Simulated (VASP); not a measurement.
# Sc3Ga2As (P6/mmm) in VASP: a series of runs, part 2 of 2

VASP 6.6.1. Earlier steps stand in the parts before.

### 3 Single point, PBE

This run uses another cell than the first one, of 23.55 Å³/atom.

INCAR

```
SYSTEM = Sc3Ga2As
PREC = Accurate ; ENCUT = 520
EDIFF = 1E-6 ; ISMEAR = 0
SIGMA = 0.1 ; LREAL = .FALSE.
LASPH = .TRUE. ; NELM = 60
ALGO = Fast ; ISIF = 2
LWAVE = .FALSE. ; LCHARG = .FALSE.
GGA = PE ; NBANDS = 41
```

KPOINTS

```
Automatic mesh
0
G
  3 3 6
  0 0 0
```

POSCAR

```
Sc3Ga2As
1.0
    6.2381393236      0.0000000000      0.0000000000
   -3.1190696618      5.4023871266      0.0000000000
    0.0000000000      0.0000000000      4.1925927278
Sc Ga As
3 2 1
Direct
    0.5000000000      0.0000000000      0.5000000000
    0.5000000000      0.5000000000      0.5000000000
    0.0000000000      0.5000000000      0.5000000000
    0.3333333333      0.6666666667      0.0000000000
    0.6666666667      0.3333333333      0.0000000000
    0.0000000000      0.0000000000      0.0000000000
```

Potentials or basis: VASP PAW PBE potentials, release 64 (Sc_sv, Ga_d, As).

On the command line:

```sh
$ cat potpaw_PBE.64/Sc_sv/POTCAR potpaw_PBE.64/Ga_d/POTCAR potpaw_PBE.64/As/POTCAR > POTCAR
$ mpirun -np 1 vasp_std > vasp.out
```

OUTCAR:

```text
SYSTEM = Sc3Ga2As
   PREC = Accurate
   ENCUT = 520
   EDIFF = 1E-6
   ISMEAR = 0
   LREAL = .FALSE.
   LASPH = .TRUE.
   NELM = 60
   ISIF = 2
   GGA = PE

 ion  position               nearest neighbor table
   1  0.500  0.000  0.500-   4 2.76   5 2.76   4 2.76   5 2.76   2 3.12   3 3.12   2 3.12   3 3.12

   2  0.500  0.500  0.500-   4 2.76   5 2.76   4 2.76   5 2.76   3 3.12   3 3.12   1 3.12   1 3.12

   3  0.000  0.500  0.500-   4 2.76   5 2.76   4 2.76   5 2.76   2 3.12   2 3.12   1 3.12   1 3.12

   4  0.333  0.667  0.000-   3 2.76   3 2.76   1 2.76   1 2.76   2 2.76   2 2.76
   5  0.667  0.333  0.000-   3 2.76   3 2.76   1 2.76   1 2.76   2 2.76   2 2.76
   6  0.000  0.000  0.000-

  LATTYP: Found a hexagonal cell.
 ALAT       =     6.2381393236
 C/A-ratio  =     0.6720902677

  Lattice vectors:

 A1 = (   6.2381393236,   0.0000000000,   0.0000000000)
 A2 = (  -3.1190696618,   5.4023871266,   0.0000000000)
 A3 = (   0.0000000000,   0.0000000000,   4.1925927278)

Analysis of symmetry for initial positions (statically):
=====================================================================
 Subroutine PRICEL returns:
 Original cell was already a primitive cell.

 Routine SETGRP: Setting up the symmetry group for a
 hexagonal supercell.

 Subroutine GETGRP returns: Found 24 space group operations
 (whereof 24 operations were pure point group operations)
 out of a pool of 24 trial point group operations.

The static configuration has the point symmetry D_6h.

Analysis of symmetry for dynamics (positions and initial velocities):
=====================================================================
 Subroutine PRICEL returns:
 Original cell was already a primitive cell.

 Routine SETGRP: Setting up the symmetry group for a
 hexagonal supercell.

 Subroutine GETGRP returns: Found 24 space group operations
 (whereof 24 operations were pure point group operations)
 out of a pool of 24 trial point group operations.

The dynamic configuration has the point symmetry D_6h.

[... 117 lines left out ...]
   LORBIT       =      0    0 simple, 1 ext, 2 COOP (PROOUT), +10 PAW based schemes
   GGA     = PE    functional components
   LHFCALC =     F    Hartree Fock is set to
   AEXX    =    0.0000 exact exchange contribution
   IVDW    =     0    specifies the selected vdW correction
   LEPSILON=     F    determine dielectric tensor
   LRPA    =     F    only Hartree local field effects (RPA)
 non-spin polarized calculation
 RMM-DIIS sequential band-by-band and
 Gauss-broadening in eV      SIGMA  =   0.10
  energy-cutoff  :      520.00
  volume of cell :      141.29
 maximum number of plane-waves:      3832
 NGX is ok and might be reduce to    48
   NGX = 23   NGY = 23   NGZ = 15

 number of electron      64.0000020 magnetization

 Free energy of the ion-electron system (eV)
  ---------------------------------------------------
  ext. energy  EPLUGINS =         0.00000000
  ---------------------------------------------------
  free energy    TOTEN  =       -29.19624692 eV

  energy without entropy =      -29.16417126  energy(sigma->0) =      -29.18020909

 E-fermi :   3.8444     XC(G=0):  -9.8548

 val. band max:        3.8388269881   @ k =   0.3333   0.3333   0.0000
 cond. band min:       3.8920205992   @ k =   0.3333   0.0000   0.5000
 fundamental gap:      0.0531936111
 Fermi energy:         3.8444079331

 k-point     1 :       0.0000    0.0000    0.0000
  band No.  band energies     occupation
      1     -45.9072      2.00000
      2     -45.8550      2.00000
      3     -45.8550      2.00000
      4     -24.7330      2.00000
      5     -24.7330      2.00000
      6     -24.6688      2.00000
[... 517 lines left out ...]
     40       5.8626      0.00000
     41       5.8818      0.00000

------------------------ aborting loop because EDIFF is reached ----------------------------------------

  FORCE on cell =-STRESS in cart. coord.  units (eV):
  Direction    XX          YY          ZZ          XY          YZ          ZX
  --------------------------------------------------------------------------------------
  -------------------------------------------------------------------------------------
  Total        0.0621236      0.0621236      0.4600265      0.0000000      0.0000000      0.0000000
  in kB        0.7044393      0.7044393      5.2163890      0.0000000      0.0000000      0.0000000
  external PRESSURE =       2.2084225 kB  Pullay stress =       0.0000000 kB

 VOLUME and BASIS-vectors are now :
 -----------------------------------------------------------------------------
  energy-cutoff  :      520.00
  volume of cell :      141.29
      direct lattice vectors                 reciprocal lattice vectors
     6.238139324  0.000000000  0.000000000     0.160304211  0.092551679  0.000000000
    -3.119069662  5.402387127  0.000000000     0.000000000  0.185103358  0.000000000
     0.000000000  0.000000000  4.192592728     0.000000000  0.000000000  0.238515893

 POSITION                                       TOTAL-FORCE (eV/Angst)
 -----------------------------------------------------------------------------------
      3.11907      0.00000      2.09630        -0.000000      0.000000      0.000000
      1.55953      2.70119      2.09630        -0.000000      0.000000      0.000000
     -1.55953      2.70119      2.09630        -0.000000      0.000000      0.000000
     -0.00000      3.60159      0.00000         0.000000     -0.000000      0.000000
      3.11907      1.80080      0.00000        -0.000000      0.000000      0.000000
      0.00000      0.00000      0.00000        -0.000000      0.000000      0.000000
 -----------------------------------------------------------------------------------
    total drift:                               -0.000000      0.000000     -0.000000

  FREE ENERGIE OF THE ION-ELECTRON SYSTEM (eV)
  ---------------------------------------------------
  free  energy   TOTEN  =       -29.1962469237 eV

  energy  without entropy=      -29.1641712571  energy(sigma->0) =      -29.18020909
```

OSZICAR:

```text
N       E                     dE             d eps       ncg     rms          rms(c)
DAV:   1     0.104722174410E+04    0.10472E+04   -0.28743E+04   984   0.209E+03
DAV:   2     0.100197287952E+03   -0.94702E+03   -0.92489E+03  1192   0.735E+02
DAV:   3    -0.253744691546E+02   -0.12557E+03   -0.11920E+03  1518   0.292E+02
[... 14 lines left out ...]
RMM:  18    -0.291962365496E+02   -0.64084E-05   -0.67238E-05  1044   0.220E-02    0.340E-03
RMM:  19    -0.291962425719E+02   -0.60223E-05   -0.61549E-05   984   0.162E-02    0.384E-03
RMM:  20    -0.291962448976E+02   -0.23257E-05   -0.22310E-05   934   0.126E-02    0.168E-03
RMM:  21    -0.291962462907E+02   -0.13931E-05   -0.16808E-05   897   0.958E-03    0.103E-03
RMM:  22    -0.291962469237E+02   -0.63295E-06   -0.79161E-06   872   0.750E-03
   1 F= -.29196247E+02 E0= -.29180209E+02  d E =-.320757E-01
```

Run time: 3.2 min. Hardware: 1 thread of Oxide Virtual Turin-like, shared host; peak memory 0.26 GiB.

Results:

```yaml
Free_energy: -29.1962 eV
Pressure: 0.2 GPa
Band_gap_on_the_k_mesh: zero (bands 32 and 33 overlap by 0.58 eV)
```

Levels at points of the mesh, in eV from the Fermi level:
```tsv
k point	band 29	band 30	band 31	band 32	band 33	band 34	band 35	band 36
(0.00, 0.00, 0.00)	-2.24	-1.62	-0.87	-0.28	0.16	0.28	0.28	0.97
(0.00, 0.00, 0.50)	-2.27	-0.48	-0.42	-0.42	-0.14	-0.14	1.39	1.45
```

Caveat: the k points lie up to 0.39 Å⁻¹ apart, too coarse for converged energies and pressures of a metal.

### 4 Relaxation of cell and atoms, PBE

INCAR

```
PREC = Accurate
ENCUT = 600
EDIFF = 1E-6
ISMEAR = 0
SIGMA = 0.1
LREAL = F
LASPH = T
NELM = 80
ALGO = Normal
ISIF = 3
LWAVE = F
LCHARG = F
GGA = PE
IBRION = 2
NSW = 90
EDIFFG = -0.04
```

KPOINTS

```
Automatic mesh
0
Gamma
  3 3 6
```

POSCAR

```
Sc3Ga2As
1.0
    5.8287183000      0.0000000000      0.0000000000
   -2.9143591500      5.0478181200      0.0000000000
    0.0000000000      0.0000000000      3.4934618100
Sc Ga As
3 2 1
Direct
    0.5000000000      0.0000000000      0.5000000000
    0.5000000000      0.5000000000      0.5000000000
    0.0000000000      0.5000000000      0.5000000000
    0.3333333300      0.6666666700      0.0000000000
    0.6666666700      0.3333333300      0.0000000000
    0.0000000000      0.0000000000      0.0000000000
```

On the command line:

```sh
$ cat potpaw_PBE.64/Sc_sv/POTCAR potpaw_PBE.64/Ga_d/POTCAR potpaw_PBE.64/As/POTCAR > POTCAR
$ mpirun -np 1 vasp_std > vasp.out
```

It took 7.8 min on 1 thread of Oxide Virtual Turin-like, shared host; peak memory 0.24 GiB.

It converged, with:

* Free energy: -29.1874 eV
* Relaxed volume: 23.54 Å³/atom
* Relaxed cell: a = 6.204 Å, b = 6.204 Å, c = 4.237 Å, α = 90.00°, β = 90.00°, γ = 120.00°
* Space group after relaxing (to 0.1 Å): P6/mmm (No. 191)
* Energy gained by relaxing: 649.0 meV/atom
* Ionic steps: 7
* Pressure after relaxing: 0.1 GPa
* Band gap on the k mesh: zero (bands 32 and 33 overlap by 0.59 eV)

The path:
| step | energy change (eV) | largest force (eV/Å) | pressure (GPa) | volume (Å³) |
| --- | --- | --- | --- | --- |
| 1 | 0.0000 | 0.0000 | 37.94 | 102.79 |
| 2 | -2.9192 | 0.0000 | -7.78 | 175.46 |
| 3 | -3.8328 | 0.0000 | 0.02 | 143.61 |
| 4 | -3.8324 | 0.0000 | -0.36 | 144.52 |
| 5 | -3.8398 | 0.0000 | -0.32 | 144.22 |
| 6 | -3.8679 | 0.0000 | -0.22 | 143.28 |
| 7 | -3.8938 | 0.0000 | 0.06 | 141.22 |

Final structure:
```yaml
crystal:
  lattice:
    - [6.20403, 0.00000, 0.00000]
    - [-3.10201, 5.37285, 0.00000]
    - [0.00000, 0.00000, 4.23652]
  atoms:
    - { symbol: Sc, position: [0.50000, 0.00000, 0.50000] }
    - { symbol: Sc, position: [0.50000, 0.50000, 0.50000] }
    - { symbol: Sc, position: [0.00000, 0.50000, 0.50000] }
    - { symbol: Ga, position: [0.33333, 0.66667, 0.00000] }
    - { symbol: Ga, position: [0.66667, 0.33333, 0.00000] }
    - { symbol: As, position: [0.00000, 0.00000, 0.00000] }
```

Levels at points of the mesh, in eV from the Fermi level:
```
           k point  band 28  band 29  band 30  band 31  band 32  band 33  band 34  band 35  band 36  band 37
(0.00, 0.00, 0.00)    -2.25    -2.25    -1.67    -0.94    -0.41     0.10     0.26     0.26     0.92     0.92
(0.00, 0.00, 0.50)    -2.39    -2.27    -0.45    -0.45    -0.45    -0.17    -0.17     1.29     1.50     1.50
```

Caveat: the k points lie up to 0.39 Å⁻¹ apart in the final cell, too coarse for converged energies and pressures of a metal; the volume moved by over 15 % at a fixed basis, so the end points are rough.

### 5 Single point, PBE

This run uses another cell than the first one, of 23.49 Å³/atom.

INCAR

```
SYSTEM = Sc3Ga2As
PREC = Accurate
ENCUT = 520
EDIFF = 1E-6
ISMEAR = 0
SIGMA = 0.1
LREAL = .False.
LASPH = .True.
NELM = 80
ALGO = Fast
ISIF = 2
LWAVE = .False.
LCHARG = .True.
GGA = PE
LELF = .True.
LVHAR = .True.
NBANDS = 41
```

KPOINTS

```
regular mesh
0
Gamma
  6 6 10
  0 0 0
```

POSCAR

```
Sc3Ga2As
1.0
    6.1795663683      0.0000000000      0.0000000000
   -3.0897831842      5.3516614593      0.0000000000
    0.0000000000      0.0000000000      4.2626140212
Sc Ga As
3 2 1
Direct
    0.5000000000      0.0000000000      0.5000000000
    0.5000000000      0.5000000000      0.5000000000
    0.0000000000      0.5000000000      0.5000000000
    0.3333333333      0.6666666667      0.0000000000
    0.6666666667      0.3333333333      0.0000000000
    0.0000000000      0.0000000000      0.0000000000
```

On the command line:

```sh
$ cat potpaw_PBE.64/Sc_sv/POTCAR potpaw_PBE.64/Ga_d/POTCAR potpaw_PBE.64/As/POTCAR > POTCAR
$ mpirun -np 1 vasp_std > vasp.out
```

It took 12 min on 1 thread of Oxide Virtual Turin-like, shared host; peak memory 0.36 GiB.

Results (log left out):

```yaml
Free_energy: -29.2386 eV
Pressure: 0.1 GPa
Band_gap_on_the_k_mesh: zero (bands 32 and 33 overlap by 0.59 eV)
```

Levels at points of the mesh, in eV from the Fermi level:
```csv
k point,band 28,band 29,band 30,band 31,band 32,band 33,band 34,band 35,band 36,band 37
"(0.00, 0.00, 0.00)",-2.34,-2.34,-1.76,-1.04,-0.58,-0.01,0.18,0.18,0.82,0.82
"(0.50, 0.00, 0.00)",-1.24,-0.69,-0.60,-0.54,-0.38,-0.12,0.09,0.25,0.65,1.43
"(0.00, 0.00, 0.50)",-2.50,-2.36,-0.53,-0.53,-0.48,-0.25,-0.25,1.17,1.47,1.47
"(0.50, 0.00, 0.50)",-2.78,-1.71,-0.86,-0.68,-0.01,0.21,0.41,0.84,1.01,1.28
```

### 6 Relaxation of cell and atoms, PBE

This run uses another cell than the first one, of 23.55 Å³/atom.

INCAR

```
SYSTEM = Sc3Ga2As
  ALGO = Fast
  EDIFF = 1E-7
  EDIFFG = -0.01
  ENCUT = 600
  GGA = PE
  IBRION = 2
  ISIF = 3
  ISMEAR = 0
  LASPH = .True.
  LCHARG = .False.
  LREAL = .False.
  LWAVE = .False.
  NELM = 80
  NSW = 100
  PREC = Accurate
  SIGMA = 0.1
```

KPOINTS

```
k-points
0
Gamma
  6 6 10
  0 0 0
```

POSCAR, as its differences from that of step 5:

```diff
@@ -2,5 +2,5 @@
 1.0
-    6.1795663683      0.0000000000      0.0000000000
-   -3.0897831842      5.3516614593      0.0000000000
-    0.0000000000      0.0000000000      4.2626140212
+    6.2381393236      0.0000000000      0.0000000000
+   -3.1190696618      5.4023871266      0.0000000000
+    0.0000000000      0.0000000000      4.1925927278
 Sc Ga As
```

Potentials or basis: VASP PAW PBE potentials, release 64 (Sc_sv, Ga_d, As).

On the command line:

```sh
$ cat potpaw_PBE.64/Sc_sv/POTCAR potpaw_PBE.64/Ga_d/POTCAR potpaw_PBE.64/As/POTCAR > POTCAR
$ mpirun -np 1 vasp_std > vasp.out
```

Wall time 51 min (1 thread of Oxide Virtual Turin-like, shared host); peak memory 0.45 GiB.

Results (log left out):

```
Free energy                           : -29.2388 eV
Relaxed volume                        : 23.54 Å³/atom
Relaxed cell                          : a = 6.181 Å, b = 6.181 Å, c = 4.268 Å, α = 90.00°, β = 90.00°, γ = 120.00°
Space group after relaxing (to 0.1 Å) : P6/mmm (No. 191)
Energy gained by relaxing             : 1.5 meV/atom
Ionic steps                           : 5
Pressure after relaxing               : 0.0 GPa
Band gap on the k mesh                : zero (bands 32 and 33 overlap by 0.59 eV)
```

The path:
```tsv
step	energy change (eV)	largest force (eV/Å)	pressure (GPa)	volume (Å³)
1	0.0000	0.0000	0.24	141.29
2	-0.0051	0.0000	-0.15	142.03
3	-0.0061	0.0000	-0.44	142.58
4	-0.0091	0.0000	-0.12	141.55
5	-0.0093	0.0000	-0.03	141.22
```

Final structure:
```xyz
6
Lattice="6.1812 0.0000 0.0000 -3.0906 5.3531 0.0000 0.0000 0.0000 4.2679" Properties=species:S:1:pos:R:3 pbc="T T T"
Sc    3.0906    0.0000    2.1340
Sc    1.5453    2.6765    2.1340
Sc   -1.5453    2.6765    2.1340
Ga    0.0000    3.5687    0.0000
Ga    3.0906    1.7844    4.2679
As   -3.0906    5.3531    0.0000
```

Levels at points of the mesh, in eV from the Fermi level:
| k point | band 29 | band 30 | band 31 | band 32 | band 33 | band 34 | band 35 | band 36 |
| --- | --- | --- | --- | --- | --- | --- | --- | --- |
| (0.00, 0.00, 0.00) | -2.34 | -1.76 | -1.04 | -0.59 | -0.01 | 0.18 | 0.18 | 0.82 |
| (0.50, 0.00, 0.00) | -0.69 | -0.61 | -0.54 | -0.38 | -0.12 | 0.09 | 0.25 | 0.65 |
| (0.00, 0.00, 0.50) | -2.35 | -0.53 | -0.53 | -0.48 | -0.25 | -0.25 | 1.16 | 1.47 |
| (0.50, 0.00, 0.50) | -1.71 | -0.85 | -0.68 | -0.01 | 0.22 | 0.41 | 0.84 | 1.01 |

### 7 Summary

```tsv
task	cell	k mesh	cutoff (eV)	gap on the mesh (eV)	pressure (GPa)	relaxed volume (Å³/atom)
single point	a = 5.829, b = 5.829, c = 3.493 Å, angles 90.0, 90.0, 120.0°, 6 atoms	3 × 3 × 6	520	none	37.9	-
single point	a = 6.238, b = 6.238, c = 4.193 Å, angles 90.0, 90.0, 120.0°, 6 atoms	3 × 3 × 6	520	none	0.2	-
relaxation of cell and atoms	relaxed from a = 5.829, b = 5.829, c = 3.493 Å, angles 90.0, 90.0, 120.0°, 6 atoms	3 × 3 × 6	600	none	0.1	23.54
single point	a = 6.180, b = 6.180, c = 4.263 Å, angles 90.0, 90.0, 120.0°, 6 atoms	6 × 6 × 10	520	none	0.1	-
relaxation of cell and atoms	relaxed from a = 6.238, b = 6.238, c = 4.193 Å, angles 90.0, 90.0, 120.0°, 6 atoms	6 × 6 × 10	600	none	0.0	23.54
```

Alike in all rows: level PBE; potentials or basis VASP PAW PBE potentials, release 64 (Sc_sv, Ga_d, As); no spin polarisation; smearing gaussian 0.1 eV.

Caveats: some runs use coarse meshes; the volume moved by over 15 % at a fixed basis, so the end points are rough (at least some runs).

Absolute energies hang on the potentials; compare differences alone.
